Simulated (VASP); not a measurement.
# PbO (P4/nmm) in VASP: settings compared

PbO is run at these levels: BLYP, LDA; tasks: single point.

Program: VASP 6.6.1. These are calculated values, not measurements. Logs are shortened: lines on timing, memory, paths and dates and some standing lists are left out, and cuts for length are marked.

### Step 1. The cell of the first run

The structure is tetragonal, space group P4/nmm (No. 129). Conventional cell: a = 3.990 Å, b = 3.990 Å, c = 5.010 Å, α = 90.00°, β = 90.00°, γ = 90.00°. Within 3.1 Å of Pb (site symmetry 4mm) lie 4 O at 2.33 Å. Within 3.1 Å of O (site symmetry -4m2) lie 4 Pb at 2.33 Å and 4 O at 2.82 Å.

### Step 2. Single point, BLYP

File INCAR:

```
AGGAC    = 1.0          
AGGAX    = 1.0          
ALDAC    = 0.0          
ALDAX    = 1.0          
ALGO     = Normal         # electronic algorithm
EDIFF    = 1E-7           # SCF threshold, eV
ENCUT    = 520            # plane-wave cutoff, eV
GGA      = B5             # functional
ISIF     = 2              # what is computed and relaxed
ISMEAR   = 0              # smearing method
LASPH    = T              # aspherical terms in the spheres
LCHARG   = F              # write CHGCAR
LREAL    = F              # projectors in reciprocal space
LWAVE    = F              # write WAVECAR
NBANDS   = 28             # bands
NELM     = 80             # most SCF steps
PREC     = Accurate       # precision mode
SIGMA    = 0.01           # smearing width, eV
```

File KPOINTS:

```
k-points
0
Gamma
  4 4 4
```

File POSCAR:

```
PbO
1.0
    3.9900000000      0.0000000000      0.0000000000
    0.0000000000      3.9900000000      0.0000000000
    0.0000000000      0.0000000000      5.0100000000
Pb O
2 2
Direct
    0.0000000000      0.5000000000      0.2400000000
    0.5000000000      0.0000000000      0.7600000000
    0.0000000000      0.0000000000      0.0000000000
    0.5000000000      0.5000000000      0.0000000000
```

Potentials or basis: VASP PAW PBE potentials, release 64 (Pb_d, O).

Launch:

```bash
$ cat potpaw_PBE.64/Pb_d/POTCAR potpaw_PBE.64/O/POTCAR > POTCAR
$ mpirun -np 1 vasp_std > vasp.out
```

OUTCAR:

```text
EDIFF = 1E-7
   ENCUT = 520
   GGA = B5
   ISIF = 2
   ISMEAR = 0
   LASPH = T
   LREAL = F
   NELM = 80
   PREC = Accurate

 ion  position               nearest neighbor table
   1  0.000  0.500  0.240-   3 2.33   4 2.33   3 2.33   4 2.33   2 3.71   2 3.71   2 3.71   2 3.71
                             2 3.84   2 3.84   2 3.84   2 3.84
   2  0.500  0.000  0.760-   3 2.33   4 2.33   4 2.33   3 2.33   1 3.71   1 3.71   1 3.71   1 3.71
                             1 3.84   1 3.84   1 3.84   1 3.84
   3  0.000  0.000  0.000-   1 2.33   2 2.33   1 2.33   2 2.33
   4  0.500  0.500  0.000-   1 2.33   2 2.33   2 2.33   1 2.33

  LATTYP: Found a simple tetragonal cell.
 ALAT       =     3.9900000000
 C/A-ratio  =     1.2556390977

  Lattice vectors:

 A1 = (   3.9900000000,   0.0000000000,   0.0000000000)
 A2 = (   0.0000000000,   3.9900000000,   0.0000000000)
 A3 = (   0.0000000000,   0.0000000000,   5.0100000000)

Analysis of symmetry for initial positions (statically):
=====================================================================
 Subroutine PRICEL returns:
 Original cell was already a primitive cell.

 Routine SETGRP: Setting up the symmetry group for a
 simple tetragonal supercell.

 Subroutine GETGRP returns: Found 16 space group operations
 (whereof  8 operations were pure point group operations)
 out of a pool of 16 trial point group operations.

The static configuration has the point symmetry D_2d.
 The point group associated with its full space group is D_4h.

Analysis of symmetry for dynamics (positions and initial velocities):
=====================================================================
 Subroutine PRICEL returns:
 Original cell was already a primitive cell.

 Routine SETGRP: Setting up the symmetry group for a
 simple tetragonal supercell.

 Subroutine GETGRP returns: Found 16 space group operations
 (whereof  8 operations were pure point group operations)
 out of a pool of 16 trial point group operations.

The dynamic configuration has the point symmetry D_2d.
 The point group associated with its full space group is D_4h.

 Subroutine INISYM returns: Found 16 space group operations
 (whereof  8 operations are pure point group operations),
 and found     1 'primitive' translations

----------------------------------------------------------------------------------------

                                     Primitive cell

  volume of cell :      79.7597

  direct lattice vectors                    reciprocal lattice vectors
     3.990000000  0.000000000  0.000000000     0.250626566  0.000000000  0.000000000
     0.000000000  3.990000000  0.000000000     0.000000000  0.250626566  0.000000000
     0.000000000  0.000000000  5.010000000     0.000000000  0.000000000  0.199600798

  length of vectors
     3.990000000  3.990000000  5.010000000     0.250626566  0.250626566  0.199600798

  position of ions in fractional coordinates (direct lattice)
     0.000000000  0.500000000  0.240000000
     0.500000000  0.000000000  0.760000000
     0.000000000  0.000000000  0.000000000
     0.500000000  0.500000000  0.000000000

  ion indices of the primitive-cell ions
   primitive index   ion index
                 1           1
                 2           2
                 3           3
                 4           4

----------------------------------------------------------------------------------------

 KPOINTS: k-points

Automatic generation of k-mesh.
 Grid dimensions read from file:
 generate k-points for:    4    4    4

 Generating k-lattice:

  Cartesian coordinates                     Fractional coordinates (reciprocal lattice)
     0.062656642  0.000000000  0.000000000     0.250000000  0.000000000  0.000000000
     0.000000000  0.062656642  0.000000000     0.000000000  0.250000000  0.000000000
     0.000000000  0.000000000  0.049900200     0.000000000  0.000000000  0.250000000

  Length of vectors
     0.062656642  0.062656642  0.049900200

  Shift w.r.t. Gamma in fractional coordinates (k-lattice)
     0.000000000  0.000000000  0.000000000

 Subroutine IBZKPT returns following result:
 ===========================================

 Found     18 irreducible k-points:

 Following reciprocal coordinates:
            Coordinates               Weight
  0.000000  0.000000  0.000000      1.000000
  0.250000  0.000000  0.000000      4.000000
  0.500000  0.000000  0.000000      2.000000
  0.250000  0.250000  0.000000      4.000000
  0.500000  0.250000  0.000000      4.000000
  0.500000  0.500000  0.000000      1.000000
[... 10 lines left out ...]
  0.500000  0.250000  0.500000      4.000000
  0.500000  0.500000  0.500000      1.000000
   k-points           NKPTS =     18   k-points in BZ     NKDIM =     18   number of bands    NBANDS=     28
   number of dos      NEDOS =    301   number of ions     NIONS =      4
   total plane-waves  NPLWV =  36000
   dimension x,y,z NGX =    30 NGY =   30 NGZ =   40
   dimension x,y,z NGXF=    60 NGYF=   60 NGZF=   80
   ions per type =               2   2
   NGX,Y,Z   is equivalent  to a cutoff of  12.50, 12.50, 13.27 a.u.
   NGXF,Y,Z  is equivalent  to a cutoff of  25.00, 25.00, 26.55 a.u.
 SYSTEM =  unknown system
   PREC   = accura    normal or accurate (medium, high low for compatibility)
   ISTART =      0    job   : 0-new  1-cont  2-samecut
   ICHARG =      2    charge: 1-file 2-atom 10-const
   ISPIN  =      1    spin polarized calculation?
   LNONCOLLINEAR =      F non collinear calculations
   LSORBIT =      F    spin-orbit coupling
   LASPH  =      T    aspherical Exc in radial PAW
   ENCUT  =  520.0 eV  38.22 Ry    6.18 a.u.   7.42  7.42  9.32*2*pi/ulx,y,z
   NELM   =     80;   NELMIN=  2; NELMDL= -5     # of ELM steps
   EDIFF  = 0.1E-06   stopping-criterion for ELM
   LREAL  =      F    real-space projection
   EDIFFG = 0.1E-05   stopping-criterion for IOM
   NSW    =      0    number of steps for IOM
   IBRION =     -1    ionic relax: 0-MD 1-quasi-New 2-CG
   NFREE  =      0    steps in history (QN), initial steepest desc. (CG)
   ISIF   =      2    stress and relaxation
   ISYM   =      2    0-nonsym 1-usesym 2-fastsym
   POTIM  = 0.5000    time-step for ionic-motion
   TEBEG  =    0.0;   TEEND  =   0.0 temperature during run
   PSTRESS=    0.0 pullay stress
   NELECT =      40.0000    total number of electrons
   NUPDOWN=      -1.0000    fix difference up-down
   EMIN   =  10.00;   EMAX   =-10.00  energy-range for DOS
   EFERMI =   0.00;   METHOD = LEGACY
   ISMEAR =     0;   SIGMA  =   0.01  broadening in eV -4-tet -1-fermi 0-gaus
   EFERMI_NEDOS =   21; number of points for ismear=-14 and -15
   IALGO  =     38    algorithm
   IMIX   =      4    mixing-type and parameters
     AMIX     =   0.40;   BMIX     =  1.00
     AMIX_MAG =   1.60;   BMIX_MAG =  1.00
  volume/ion in A,a.u.               =      19.94       134.56
  Fermi-wavevector in a.u.,A,eV,Ry     =   1.300670  2.457909 23.017539  1.691741
  Thomas-Fermi vector in A             =   2.431853
   LORBIT       =      0    0 simple, 1 ext, 2 COOP (PROOUT), +10 PAW based schemes
   GGA     = B5    functional components
   LHFCALC =     F    Hartree Fock is set to
   AEXX    =    0.0000 exact exchange contribution
   IVDW    =     0    specifies the selected vdW correction
   LEPSILON=     F    determine dielectric tensor
   LRPA    =     F    only Hartree local field effects (RPA)
 non-spin polarized calculation
 Gauss-broadening in eV      SIGMA  =   0.01
  energy-cutoff  :      520.00
  volume of cell :       79.76
 maximum number of plane-waves:      2179
 NGX is ok and might be reduce to    30
   NGX = 15   NGY = 15   NGZ = 19

 number of electron      39.9999998 magnetization

 Free energy of the ion-electron system (eV)
  ---------------------------------------------------
  ext. energy  EPLUGINS =         0.00000000
  ---------------------------------------------------
  free energy    TOTEN  =       -19.89451137 eV

  energy without entropy =      -19.89451137  energy(sigma->0) =      -19.89451137

 E-fermi :   5.4984     XC(G=0):  -9.3382

 val. band max:        5.4422506434   @ k =   0.0000   0.0000   0.0000
 cond. band min:       6.7054558372   @ k =   0.5000   0.5000   0.0000
 fundamental gap:      1.2632051939
 Fermi energy:         5.4984354696

 k-point     1 :       0.0000    0.0000    0.0000
  band No.  band energies     occupation
      1     -12.7004      2.00000
      2     -12.2215      2.00000
      3     -10.5082      2.00000
      4     -10.5082      2.00000
      5     -10.4499      2.00000
      6     -10.4304      2.00000
[... 20 lines left out ...]
     27      13.1149      0.00000
     28      13.7817      0.00000

 k-point     2 :       0.2500    0.0000    0.0000
  band No.  band energies     occupation
      1     -12.5886      2.00000
      2     -12.2610      2.00000
      3     -10.4788      2.00000
      4     -10.4767      2.00000
      5     -10.4072      2.00000
      6     -10.3994      2.00000
[... 20 lines left out ...]
     27      13.5986      0.00000
     28      16.4590      0.00000

 k-point     3 :       0.5000    0.0000    0.0000
  band No.  band energies     occupation
      1     -12.3934      2.00000
      2     -12.3934      2.00000
      3     -10.4149      2.00000
      4     -10.4149      2.00000
      5     -10.4147      2.00000
      6     -10.4147      2.00000
[... 20 lines left out ...]
     27      14.8254      0.00000
     28      14.8254      0.00000

 k-point     4 :       0.2500    0.2500    0.0000
  band No.  band energies     occupation
      1     -12.5111      2.00000
      2     -12.2885      2.00000
      3     -10.4712      2.00000
      4     -10.4187      2.00000
      5     -10.3809      2.00000
      6     -10.3766      2.00000
[... 392 lines left out ...]
     27      16.2747      0.00000
     28      16.8671      0.00000

 k-point    17 :       0.5000    0.2500    0.5000
  band No.  band energies     occupation
      1     -12.3854      2.00000
      2     -12.3854      2.00000
      3     -10.4364      2.00000
      4     -10.4364      2.00000
      5     -10.3692      2.00000
      6     -10.3692      2.00000
[... 20 lines left out ...]
     27      16.5835      0.00000
     28      16.5835      0.00000

 k-point    18 :       0.5000    0.5000    0.5000
  band No.  band energies     occupation
      1     -12.3710      2.00000
      2     -12.3710      2.00000
      3     -10.3796      2.00000
      4     -10.3796      2.00000
      5     -10.3578      2.00000
      6     -10.3578      2.00000
[... 20 lines left out ...]
     27      16.7139      0.00000
     28      16.7139      0.00000

------------------------ aborting loop because EDIFF is reached ----------------------------------------

  FORCE on cell =-STRESS in cart. coord.  units (eV):
  Direction    XX          YY          ZZ          XY          YZ          ZX
  --------------------------------------------------------------------------------------
  -------------------------------------------------------------------------------------
  Total        3.7998618      3.7998618      2.8447558      0.0000000      0.0000000      0.0000000
  in kB       76.3299299     76.3299299     57.1441868      0.0000000      0.0000000      0.0000000
  external PRESSURE =      69.9346822 kB  Pullay stress =       0.0000000 kB

 VOLUME and BASIS-vectors are now :
 -----------------------------------------------------------------------------
  energy-cutoff  :      520.00
  volume of cell :       79.76
      direct lattice vectors                 reciprocal lattice vectors
     3.990000000  0.000000000  0.000000000     0.250626566  0.000000000  0.000000000
     0.000000000  3.990000000  0.000000000     0.000000000  0.250626566  0.000000000
     0.000000000  0.000000000  5.010000000     0.000000000  0.000000000  0.199600798

 POSITION                                       TOTAL-FORCE (eV/Angst)
 -----------------------------------------------------------------------------------
      0.00000      1.99500      1.20240        -0.000000     -0.000000      0.320453
      1.99500      0.00000      3.80760         0.000000     -0.000000     -0.320453
      0.00000      0.00000      0.00000        -0.000000     -0.000000      0.000000
      1.99500      1.99500      0.00000        -0.000000      0.000000      0.000000
 -----------------------------------------------------------------------------------
    total drift:                                0.000000      0.000000      0.000000

  FREE ENERGIE OF THE ION-ELECTRON SYSTEM (eV)
  ---------------------------------------------------
  free  energy   TOTEN  =       -19.8945113685 eV

  energy  without entropy=      -19.8945113685  energy(sigma->0) =      -19.89451137
```

Run time: 40 s. Hardware: 1 thread of Intel Xeon Platinum 8488C (Sapphire Rapids), shared host; peak memory 0.19 GiB.

What came out:

| Item | Value |
| --- | --- |
| Free energy | -19.8945 eV |
| Pressure | 7.0 GPa |
| Largest force | 0.320 eV/Å |
| Band gap on the k mesh | 1.26 eV (least direct gap 2.21 eV) |

Forces on the atoms (eV/Å):
```
Pb   0.000  0.000  0.320
Pb   0.000  0.000 -0.320
O    0.000  0.000  0.000
O    0.000  0.000  0.000
```

Caveat: the cell stands under pressure; the PAW data sets were made with another functional, which shifts forces and pressure a little; spin-orbit coupling is left out, which moves the levels of the heavy elements.

(Continued in part 2 of 2.)
